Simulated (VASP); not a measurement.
# Co (P6_3/mmc) in VASP: notebook, part 2 of 2

VASP 6.6.1.

### Step 3. Single point, r2SCAN, collinear spin, ferromagnetic start

This run uses another cell than the first one, of 11.28 Å³/atom.

File POSCAR:

```
Co
1.0
    2.5204827983      0.0000000000      0.0000000000
   -1.2602413992      2.1828021331      0.0000000000
    0.0000000000      0.0000000000      4.1000100648
Co
2
Direct
    0.6666666667      0.3333333333      0.7500000000
    0.3333333333      0.6666666667      0.2500000000
```

File INCAR.step1:

```
SYSTEM = Co
PREC = Accurate
ENCUT = 520
ISMEAR = -1
SIGMA = 0.05
LREAL = .FALSE.
LASPH = .TRUE.
NELM = 150
ISPIN = 2
MAGMOM = 2 2
LMAXMIX = 4
NBANDS = 20
GGA = PE
ALGO = Normal
EDIFF = 1E-4
LWAVE = .TRUE.
LCHARG = .FALSE.
```

File INCAR.step2:

```
SYSTEM = Co
PREC = Accurate
ENCUT = 520
EDIFF = 1E-6
ISMEAR = -1
SIGMA = 0.05
LREAL = .FALSE.
LASPH = .TRUE.
NELM = 150
ALGO = Normal
ISIF = 2
LWAVE = .FALSE.
LCHARG = .FALSE.
ISPIN = 2
MAGMOM = 2 2
LORBIT = 11
LMAXMIX = 4
METAGGA = R2SCAN
LMIXTAU = .TRUE.
NBANDS = 20
ISTART = 1
```

File KPOINTS:

```
Automatic mesh
0
G
  12 12 7
  0 0 0
```

Potentials or basis: VASP PAW PBE potentials, release 64 (Co).

Started as:

```bash
cat potpaw_PBE.64/Co/POTCAR > POTCAR
cp INCAR.step1 INCAR
mpirun -np 1 vasp_std > vasp.out
cp INCAR.step2 INCAR
mpirun -np 1 vasp_std > vasp.out
```

OUTCAR:

```text
SYSTEM = Co
   PREC = Accurate
   ENCUT = 520
   EDIFF = 1E-6
   ISMEAR = -1
   LREAL = .FALSE.
   LASPH = .TRUE.
   NELM = 150
   ISIF = 2
   ISPIN = 2
   LORBIT = 11
   METAGGA = R2SCAN
   ISTART = 1

 ion  position               nearest neighbor table
   1  0.667  0.333  0.750-   2 2.51   2 2.51   2 2.51   2 2.51   2 2.51   2 2.51
   2  0.333  0.667  0.250-   1 2.51   1 2.51   1 2.51   1 2.51   1 2.51   1 2.51

  LATTYP: Found a hexagonal cell.
 ALAT       =     2.5204827983
 C/A-ratio  =     1.6266764715

  Lattice vectors:

 A1 = (   2.5204827983,   0.0000000000,   0.0000000000)
 A2 = (  -1.2602413992,   2.1828021331,   0.0000000000)
 A3 = (   0.0000000000,   0.0000000000,   4.1000100648)

Analysis of symmetry for initial positions (statically):
=====================================================================
 Subroutine PRICEL returns:
 Original cell was already a primitive cell.

 Routine SETGRP: Setting up the symmetry group for a
 hexagonal supercell.

 Subroutine GETGRP returns: Found 24 space group operations
 (whereof 12 operations were pure point group operations)
 out of a pool of 24 trial point group operations.

The static configuration has the point symmetry D_3d.
 The point group associated with its full space group is D_6h.

Analysis of symmetry for dynamics (positions and initial velocities):
=====================================================================
 Subroutine PRICEL returns:
 Original cell was already a primitive cell.

 Routine SETGRP: Setting up the symmetry group for a
 hexagonal supercell.

 Subroutine GETGRP returns: Found 24 space group operations
 (whereof 12 operations were pure point group operations)
 out of a pool of 24 trial point group operations.

The dynamic configuration has the point symmetry D_3d.
 The point group associated with its full space group is D_6h.

Analysis of structural, dynamic, and magnetic symmetry:
=====================================================================
 Subroutine PRICEL returns:
 Original cell was already a primitive cell.

 Routine SETGRP: Setting up the symmetry group for a
 hexagonal supercell.

 Subroutine GETGRP returns: Found 24 space group operations
 (whereof 12 operations were pure point group operations)
 out of a pool of 24 trial point group operations.

The overall configuration has the point symmetry D_3d.
 The point group associated with its full space group is D_6h.

 Subroutine INISYM returns: Found 24 space group operations
 (whereof 12 operations are pure point group operations),
 and found     1 'primitive' translations

----------------------------------------------------------------------------------------

                                     Primitive cell

  volume of cell :      22.5571

  direct lattice vectors                    reciprocal lattice vectors
     2.520482798  0.000000000  0.000000000     0.396749385  0.229063364  0.000000000
    -1.260241399  2.182802133  0.000000000     0.000000000  0.458126728  0.000000000
     0.000000000  0.000000000  4.100010065     0.000000000  0.000000000  0.243901840

  length of vectors
     2.520482798  2.520482798  4.100010065     0.458126728  0.458126728  0.243901840

  position of ions in fractional coordinates (direct lattice)
[... 71 lines left out ...]
   ISTART =      1    job   : 0-new  1-cont  2-samecut
   ICHARG =      0    charge: 1-file 2-atom 10-const
   ISPIN  =      2    spin polarized calculation?
   LNONCOLLINEAR =      F non collinear calculations
   LSORBIT =      F    spin-orbit coupling
   LASPH  =      T    aspherical Exc in radial PAW
   ENCUT  =  520.0 eV  38.22 Ry    6.18 a.u.   4.69  4.69  7.62*2*pi/ulx,y,z
   NELM   =    150;   NELMIN=  2; NELMDL=  0     # of ELM steps
   EDIFF  = 0.1E-05   stopping-criterion for ELM
   LREAL  =      F    real-space projection
   EDIFFG = 0.1E-04   stopping-criterion for IOM
   NSW    =      0    number of steps for IOM
   IBRION =     -1    ionic relax: 0-MD 1-quasi-New 2-CG
   NFREE  =      0    steps in history (QN), initial steepest desc. (CG)
   ISIF   =      2    stress and relaxation
   ISYM   =      2    0-nonsym 1-usesym 2-fastsym
   POTIM  = 0.5000    time-step for ionic-motion
   TEBEG  =    0.0;   TEEND  =   0.0 temperature during run
   PSTRESS=    0.0 pullay stress
   NELECT =      18.0000    total number of electrons
   NUPDOWN=      -1.0000    fix difference up-down
   EMIN   =  10.00;   EMAX   =-10.00  energy-range for DOS
   EFERMI =   0.00;   METHOD = LEGACY
   ISMEAR =    -1;   SIGMA  =   0.05  broadening in eV -4-tet -1-fermi 0-gaus
   EFERMI_NEDOS =   21; number of points for ismear=-14 and -15
   IALGO  =     38    algorithm
   IMIX   =      4    mixing-type and parameters
     AMIX     =   0.40;   BMIX     =  1.00
     AMIX_MAG =   1.60;   BMIX_MAG =  1.00
  volume/ion in A,a.u.               =      11.28        76.11
  Fermi-wavevector in a.u.,A,eV,Ry     =   1.518465  2.869482 31.371423  2.305735
  Thomas-Fermi vector in A             =   2.627582
   LORBIT       =     11    0 simple, 1 ext, 2 COOP (PROOUT), +10 PAW based schemes
   METAGGA = R2SCAN    functional components
   LHFCALC =     F    Hartree Fock is set to
   AEXX    =    0.0000 exact exchange contribution
   IVDW    =     0    specifies the selected vdW correction
   LEPSILON=     F    determine dielectric tensor
   LRPA    =     F    only Hartree local field effects (RPA)
 spin polarized calculation
  energy-cutoff  :      520.00
  volume of cell :       22.56
 maximum number of plane-waves:       621
 NGX is ok and might be reduce to    20
   NGX =  9   NGY =  9   NGZ = 15

 number of electron      18.0000006 magnetization       3.5838704

 Free energy of the ion-electron system (eV)
  ---------------------------------------------------
  ext. energy  EPLUGINS =         0.00000000
  ---------------------------------------------------
  free energy    TOTEN  =       -26.37472174 eV

  energy without entropy =      -26.36271643  energy(sigma->0) =      -26.36871908

 E-fermi :   9.7919     XC(G=0): -14.4216

 val. band max:        9.7689961305   @ k =   0.0833   0.0000   0.0000
 cond. band min:       9.8253208445   @ k =   0.1667   0.0833   0.0000
 fundamental gap:      0.0563247140
 Fermi energy:         9.7919003718

 spin component 1

 k-point     1 :       0.0000    0.0000    0.0000
  band No.  band energies     occupation
      1       0.6714      1.00000
      2       4.1869      1.00000
      3       6.4201      1.00000
      4       6.4563      1.00000
      5       6.4564      1.00000
      6       6.7320      1.00000
[... 541 lines left out ...]
     19      33.1984      0.00000
     20      34.4913      0.00000

 [... further k-points ...]

 spin component 2

 k-point     1 :       0.0000    0.0000    0.0000
  band No.  band energies     occupation
      1       0.0775      1.00000
      2       5.3813      1.00000
      3       8.8656      1.00000
      4       8.9632      1.00000
      5       8.9832      1.00000
      6       8.9833      1.00000
[... 541 lines left out ...]
     19      33.5330      0.00000
     20      35.2720      0.00000

 [... further k-points ...]

------------------------ aborting loop because EDIFF is reached ----------------------------------------

  FORCE on cell =-STRESS in cart. coord.  units (eV):
  Direction    XX          YY          ZZ          XY          YZ          ZX
  --------------------------------------------------------------------------------------
  -------------------------------------------------------------------------------------
  Total       -1.7341892     -1.7341892     -1.5410264      0.0000000     -0.0000000      0.0000000
  in kB     -123.1754128   -123.1754128   -109.4555085      0.0000000     -0.0000000      0.0000000
  external PRESSURE =    -118.6021114 kB  Pullay stress =       0.0000000 kB

 VOLUME and BASIS-vectors are now :
 -----------------------------------------------------------------------------
  energy-cutoff  :      520.00
  volume of cell :       22.56
      direct lattice vectors                 reciprocal lattice vectors
     2.520482798  0.000000000  0.000000000     0.396749385  0.229063364  0.000000000
    -1.260241399  2.182802133  0.000000000     0.000000000  0.458126728  0.000000000
     0.000000000  0.000000000  4.100010065     0.000000000  0.000000000  0.243901840

 POSITION                                       TOTAL-FORCE (eV/Angst)
 -----------------------------------------------------------------------------------
      1.26024      0.72760      3.07501        -0.000000      0.000000      0.000000
     -0.00000      1.45520      1.02500         0.000000     -0.000000      0.000000
 -----------------------------------------------------------------------------------
    total drift:                               -0.000000      0.000000     -0.000000

  FREE ENERGIE OF THE ION-ELECTRON SYSTEM (eV)
  ---------------------------------------------------
  free  energy   TOTEN  =       -26.3747217356 eV

  energy  without entropy=      -26.3627164264  energy(sigma->0) =      -26.36871908

 total charge

# of ion       s       p       d       tot
------------------------------------------
    1        0.495   0.530   7.194   8.219
    2        0.495   0.530   7.194   8.219
--------------------------------------------------
tot          0.991   1.060  14.387  16.438

 magnetization (x)

# of ion       s       p       d       tot
------------------------------------------
    1       -0.011  -0.081   1.959   1.868
    2       -0.011  -0.081   1.959   1.868
--------------------------------------------------
tot         -0.021  -0.162   3.919   3.735
```

Wall time 2.6 min (1 thread of Intel Xeon 6975P-C (Granite Rapids), shared host); peak memory 0.18 GiB.

What came out:

| Quantity | Value |
| --- | --- |
| Free energy | -26.3747 eV |
| Pressure | -11.9 GPa |
| Net moment | 3.58 μB per cell |
| Site moments | Co +1.87 μB |
| Valence electrons inside the program's atomic spheres | Co 8.22 |

Caveat: the cell stands under tension; the PAW data sets were made with another functional, which shifts forces and pressure a little.

### Step 4. Single point, PBEsol

This run uses another cell than the first one, of 10.64 Å³/atom.

File INCAR:

```
PREC     = Accurate       # precision mode
ENCUT    = 520            # plane-wave cutoff, eV
EDIFF    = 1E-6           # SCF threshold, eV
ISMEAR   = -1             # smearing method
SIGMA    = 0.05           # smearing width, eV
LREAL    = F              # projectors in reciprocal space
LASPH    = T              # aspherical terms in the spheres
NELM     = 60             # most SCF steps
ALGO     = Fast           # electronic algorithm
ISIF     = 2              # what is computed and relaxed
LWAVE    = F              # write WAVECAR
LCHARG   = F              # write CHGCAR
GGA      = PS             # functional
NBANDS   = 16             # bands
```

File KPOINTS:

```
Automatic mesh
0
Gamma
  12 12 7
```

File POSCAR:

```
Co
1.0
    2.4719999032      0.0000000000      0.0000000000
   -1.2359999516      2.1408147143      0.0000000000
    0.0000000000      0.0000000000      4.0211440800
Co
2
Direct
    0.6666666667      0.3333333333      0.7500000000
    0.3333333333      0.6666666667      0.2500000000
```

Started as:

```bash
cat potpaw_PBE.64/Co/POTCAR > POTCAR
mpirun -np 1 vasp_std > vasp.out
```

It took 23 s on 1 thread of Intel Xeon Platinum 8559C (Emerald Rapids), shared host; peak memory 0.14 GiB.

Results (log left out):

| Item | Value |
| --- | --- |
| Free energy | -15.0611 eV |
| Pressure | -17.9 GPa |
| Band gap on the k mesh | zero (bands 9 and 10 overlap by 1.42 eV) |

Stress tensor (GPa, compression positive):
```
-17.20   0.00   0.00
  0.00 -17.20   0.00
  0.00   0.00 -19.32
```

Levels at points of the mesh, in eV from the Fermi level:
| k point | band 6 | band 7 | band 8 | band 9 | band 10 | band 11 | band 12 | band 13 |
| --- | --- | --- | --- | --- | --- | --- | --- | --- |
| (0.00, 0.00, 0.00) | -1.48 | -1.48 | -1.07 | -1.07 | -0.15 | 0.10 | 0.10 | 6.92 |
| (0.50, 0.00, 0.00) | -1.83 | -1.46 | 0.26 | 0.33 | 0.41 | 1.92 | 3.89 | 10.00 |

Caveat: the cell stands under tension; the PAW data sets were made with another functional, which shifts forces and pressure a little; the run has no spin polarisation, though such a crystal can be magnetic. Spin polarisation is off, so any magnetic state and its effect on volume and gap are missing.

### Step 5. Single point, PBEsol, collinear spin, antiferromagnetic start

This run uses another cell than the first one, of 10.64 Å³/atom.

File INCAR:

```
PREC = Accurate ; ENCUT = 520
EDIFF = 1E-7 ; ISMEAR = -1
SIGMA = 0.05 ; LREAL = False
LASPH = True ; NELM = 150
ALGO = Normal ; ISIF = 2
LWAVE = False ; LCHARG = True
ISPIN = 2 ; MAGMOM = 2 -2
LORBIT = 11 ; LMAXMIX = 4
GGA = PS ; LELF = True
LVHAR = True ; NBANDS = 20
```

KPOINTS is that of step 4.

POSCAR is that of step 4.

Potentials or basis: VASP PAW PBE potentials, release 64 (Co).

Started as:

```bash
cat potpaw_PBE.64/Co/POTCAR > POTCAR
mpirun -np 1 vasp_std > vasp.out
```

OUTCAR:

```text
PREC = Accurate
   ENCUT = 520
   EDIFF = 1E-7
   ISMEAR = -1
   LREAL = False
   LASPH = True
   NELM = 150
   ISIF = 2
   ISPIN = 2
   LORBIT = 11
   GGA = PS

 ion  position               nearest neighbor table
   1  0.667  0.333  0.750-   2 2.47   2 2.47   2 2.47   2 2.47   2 2.47   2 2.47
   2  0.333  0.667  0.250-   1 2.47   1 2.47   1 2.47   1 2.47   1 2.47   1 2.47

  LATTYP: Found a hexagonal cell.
 ALAT       =     2.4719999032
 C/A-ratio  =     1.6266764715

  Lattice vectors:

[... 1323 lines left out ...]
  external PRESSURE =    -146.5466550 kB  Pullay stress =       0.0000000 kB

 VOLUME and BASIS-vectors are now :
 -----------------------------------------------------------------------------
  energy-cutoff  :      520.00
  volume of cell :       21.28
      direct lattice vectors                 reciprocal lattice vectors
     2.471999903  0.000000000  0.000000000     0.404530760  0.233555943  0.000000000
    -1.235999952  2.140814714  0.000000000     0.000000000  0.467111887  0.000000000
     0.000000000  0.000000000  4.021144080     0.000000000  0.000000000  0.248685444

 POSITION                                       TOTAL-FORCE (eV/Angst)
 -----------------------------------------------------------------------------------
      1.23600      0.71360      3.01586        -0.000000      0.000000      0.000000
     -0.00000      1.42721      1.00529         0.000000      0.000000      0.000000
 -----------------------------------------------------------------------------------
    total drift:                                0.000000     -0.000000     -0.000000

  FREE ENERGIE OF THE ION-ELECTRON SYSTEM (eV)
  ---------------------------------------------------
  free  energy   TOTEN  =       -15.0552026132 eV

  energy  without entropy=      -15.0068981885  energy(sigma->0) =      -15.03105040

 total charge

# of ion       s       p       d       tot
------------------------------------------
    1        0.492   0.538   7.277   8.307
    2        0.492   0.538   7.277   8.307
--------------------------------------------------
tot          0.984   1.076  14.555  16.615

 magnetization (x)

# of ion       s       p       d       tot
------------------------------------------
    1       -0.000   0.005   0.751   0.756
    2        0.000  -0.005  -0.751  -0.756
--------------------------------------------------
tot          0.000   0.000   0.000   0.000
```

stdout:

```text
POSCAR found type information on POSCAR Co
 POSCAR found :  1 types and       2 ions
 scaLAPACK will be used
 -----------------------------------------------------------------------------
|                                                                             |
|                                                                             |
|     You enforced a specific xc type in the INCAR file but a different       |
|     I HOPE YOU KNOW WHAT YOU ARE DOING!                                     |
|                                                                             |
 -----------------------------------------------------------------------------

 LDA part: xc-table for (Slater+PW92), standard interpolation
 POSCAR, INCAR and KPOINTS ok, starting setup
 FFT: planning ... GRIDC
 FFT: planning ... GRID_SOFT
 FFT: planning ... GRID
 WAVECAR not read
 entering main loop
```

It took 89 s on 1 thread of Intel Xeon Platinum 8559C (Emerald Rapids), shared host; peak memory 0.16 GiB.

Results:

```
Free energy                                           : -15.0552 eV
Pressure                                              : -14.7 GPa
Band gap on the k mesh                                : zero (filled and empty bands overlap)
Net moment                                            : 0.00 μB per cell
Site moments                                          : Co +0.76, -0.76 μB
Valence electrons inside the program's atomic spheres : Co 8.31
```

Levels at points of the mesh, in eV from the Fermi level:
Spin up:
```tsv
k point	band 6	band 7	band 8	band 9	band 10	band 11	band 12	band 13
(0.00, 0.00, 0.00)	-1.24	-1.24	-1.22	-1.22	-0.21	0.18	0.18	6.89
(0.50, 0.00, 0.00)	-1.83	-1.45	-0.10	0.36	0.79	1.88	3.89	9.95
```
Spin down:
```tsv
k point	band 5	band 6	band 7	band 8	band 9	band 10	band 11	band 12	band 13	band 14
(0.00, 0.00, 0.00)	-1.92	-1.24	-1.24	-1.22	-1.22	-0.21	0.18	0.18	6.89	22.10
(0.50, 0.00, 0.00)	-2.07	-1.83	-1.45	-0.10	0.36	0.79	1.88	3.89	9.95	10.64
```

Caveat: the cell stands under tension; the antiferromagnetic order is the one typed at the start, and another may lie lower; the PAW data sets were made with another functional, which shifts forces and pressure a little.

### Step 6. Overview

```tsv
level	spin	cell	gap on the mesh (eV)	pressure (GPa)	moment (μB)
r2SCAN	collinear, ferromagnetic start	a = 2.505, b = 2.505, c = 4.074 Å, angles 90.0, 90.0, 120.0°, 2 atoms	none	-8.2	3.58
r2SCAN	collinear, ferromagnetic start	a = 2.520, b = 2.520, c = 4.100 Å, angles 90.0, 90.0, 120.0°, 2 atoms	none	-11.9	3.58
PBEsol	off	a = 2.472, b = 2.472, c = 4.021 Å, angles 90.0, 90.0, 120.0°, 2 atoms	none	-17.9	-
PBEsol	collinear, antiferromagnetic start	a = 2.472, b = 2.472, c = 4.021 Å, angles 90.0, 90.0, 120.0°, 2 atoms	none	-14.7	0.00
```

Alike in all rows: task single point; potentials or basis VASP PAW PBE potentials, release 64 (Co); k mesh 12 × 12 × 7; cutoff (eV) 520; smearing fermi-dirac 0.05 eV.

Caveats: the cell stands under tension; the PAW data sets were made with another functional, which shifts forces and pressure a little; the antiferromagnetic order is the one typed at the start, and another may lie lower (at least some runs).

Absolute energies hang on the potentials; compare differences alone.

The gap in the log of VASP goes by the Fermi energy; the results here count the filled bands.